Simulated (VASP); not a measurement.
## Fe: single point with PBE

The system is Fe.

```
Fe
1.0
     0.00000    1.78450    1.78450
     1.78450    0.00000    1.78450
     1.78450    1.78450    0.00000
Fe
1
Direct
  0.00000 0.00000 0.00000
```

```yaml
Program: VASP 6.6.1
Task: single point
Functional: PBE
Potentials_or_basis: VASP PAW PBE potentials, release 64 (Fe)
Cutoff: 520 eV
k_mesh: 12 × 12 × 12
Occupations: fermi-dirac, width 0.1 eV
Spin: collinear spin, ferromagnetic start
Starting_moments: "[3.05] μB"
Fixed_moment: 3.05 μB
```

The pressure is 27.0 GPa, the net moment is 3.05 μB per cell and the site moments are Fe +3.00 μB. The valence electrons inside the program's atomic spheres are Fe 7.26.

Run time: 28 s on 1 thread of Intel(R) Xeon(R) Platinum 8259CL CPU @ 2.50GHz (Skylake/Cascade Lake) (shared host), peak memory 0.14 GiB.

Caveat: the total moment is fixed, so each spin has its own Fermi level.
